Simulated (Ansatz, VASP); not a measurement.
CsI in VASP and in Ansatz

The input INCAR:

```
PREC = Accurate
ENCUT = 500
EDIFF = 1E-6
ISMEAR = 0
SIGMA = 0.05
LREAL = F
LASPH = T
NELM = 120
ALGO = Normal
ISIF = 2
LWAVE = F
LCHARG = F
GGA = PE
NBANDS = 15
GGA_COMPAT = F
```

File KPOINTS:

```
regular mesh
0
Gamma
  6 6 6
```

Contents of POSCAR:

```
CsI
1.0
    4.5667000000      0.0000000000      0.0000000000
    0.0000000000      4.5667000000      0.0000000000
    0.0000000000      0.0000000000      4.5895335000
Cs I
1 1
Direct
    0.0000000000      0.0000000000      0.0000000000
    0.5000000000      0.5000000000      0.5000000000
```

Input for Ansatz:

```yaml
crystal:
  lattice:
    - [4.5667, 0.0, 0.0]
    - [0.0, 4.5667, 0.0]
    - [0.0, 0.0, 4.5895335]
  atoms:
    - { symbol: Cs, position: [0.0, 0.0, 0.0] }
    - { symbol: I, position: [0.5, 0.5, 0.5] }
basis:
  ecutwfc: 420
kpoints:
  mp_grid: { grid: [6, 6, 6] }
hamiltonian:
  xc: pbe
scf:
  occupations: { method: gaussian, width: 0.05 }
output:
  forces: true
  stress: true
  eigenvalues: true
```

Change from the starting cell: strain +0.0050 x Voigt [0, 0, 1, 0, 0, 0], atoms carried along.

Alike in both runs: task single point; functional PBE; k mesh 6 × 6 × 6; occupations gaussian, width 0.05 eV; no spin polarisation.

|  | VASP | Ansatz |
| --- | --- | --- |
| version | VASP 6.6.1 | Ansatz 0.2.0 |
| potentials or method | VASP PAW PBE potentials, release 64 (Cs_sv, I), cutoff 500 eV | scalar-relativistic, plane waves, PAW |
| valence electrons in the cell | 16 | 26 |

|  | VASP | Ansatz | Ansatz less VASP |
| --- | --- | --- | --- |
| gap on the k mesh at the Fermi level (eV) | 3.85 | 3.87 | +0.014 |
| least direct gap on the mesh (eV) | 3.94 | 3.95 | +0.010 |
| pressure (GPa) | 0.7 | 0.7 | -0.04 |
| traceless stress, the component that is largest in VASP (GPa) | -0.06 | -0.06 | 0.000 |

VASP's potentials hold 16 valence electrons a cell and Ansatz's 26, so a difference there can come from the potentials and not from the codes.

Spin-orbit coupling is off throughout.
